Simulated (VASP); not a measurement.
Zn4SeO3:

```xyz
8
Lattice="4.0095 0.0000 0.0000 0.0000 4.0095 0.0000 0.0000 0.0000 8.1474" Properties=species:S:1:pos:R:3 pbc="T T T"
Zn    2.0047    0.0000    4.0737
Zn    0.0000    2.0047    4.0737
Zn    2.0047    2.0047    0.0000
Zn    0.0000    0.0000    4.0737
Se    0.0000    0.0000    0.0000
O     2.0047    2.0047    4.0737
O     0.0000    0.0000    5.4721
O     0.0000    0.0000    2.6753
```

- Program: VASP 6.6.1
- Task: relaxation of cell and atoms
- Functional: PBE
- Potentials or basis: VASP PAW PBE potentials, release 64 (Zn, Se, O)
- Cutoff: 600 eV
- k mesh: 3 × 3 × 2
- Occupations: gaussian, width 0.15 eV
- Spin: no spin polarisation

At the start: pressure 50.5 GPa; volume 16.37 Å³/atom.

Question: How do energy, volume and symmetry change on relaxing?

Answer: Over 18 steps the energy falls by 1247.2 meV/atom and the volume is 19.76 Å³/atom (+20.7 %); space group P4/mmm (No. 123, to 0.05 Å).

Step by step:
| step | energy change (eV) | largest force (eV/Å) | pressure (GPa) | volume (Å³) |
| --- | --- | --- | --- | --- |
| 1 | 0.0000 | 25.2311 | 50.47 | 130.98 |
| 2 | -4.8607 | 3.1647 | -6.79 | 249.58 |
| 3 | -4.9314 | 3.1655 | -6.26 | 242.30 |
| 4 | -4.9695 | 3.1279 | -5.86 | 236.57 |
| 5 | -5.3533 | 1.8671 | -2.75 | 196.44 |
| 6 | -6.6171 | 0.8572 | 1.56 | 161.87 |
| 7 | -7.4465 | 0.5683 | 8.35 | 145.97 |
| 8 | -7.3921 | 0.5701 | 13.73 | 139.56 |
| 9 | -7.4736 | 0.2662 | 10.04 | 143.68 |
| 10 | -9.4161 | 0.1031 | -3.37 | 168.13 |
| 11 | -9.4406 | 0.1865 | -4.50 | 172.54 |
| 12 | -9.8039 | 1.2982 | -1.25 | 162.74 |
| 13 | -9.8210 | 1.5469 | -0.34 | 160.51 |
| 14 | -9.9576 | 0.5570 | 0.83 | 156.56 |
| 15 | -9.9619 | 0.2540 | 1.22 | 155.66 |
| 16 | -9.9621 | 0.3027 | 1.14 | 155.80 |
| 17 | -9.9764 | 0.0434 | -0.30 | 158.75 |
| 18 | -9.9777 | 0.0281 | 0.01 | 158.08 |

Final structure:
```
Zn Se O
1.0
     4.54688    0.00000    0.00000
     0.00000    4.54688    0.00000
     0.00000    0.00000    7.64613
Zn Se O
4 1 3
Direct
  0.50000 0.00000 0.50000
  0.00000 0.50000 0.50000
  0.50000 0.50000 0.00000
  0.00000 0.00000 0.50000
  0.00000 0.00000 0.00000
  0.50000 0.50000 0.50000
  0.00000 0.00000 0.74157
  0.00000 0.00000 0.25843
```

Caveat: the k points lie up to 0.46 Å⁻¹ apart in the final cell; the volume moved by over 15 % at a fixed basis, so the end points are rough; the relaxation stopped at a loose force limit of 0.08 eV/Å, so its end isn't a converged minimum.
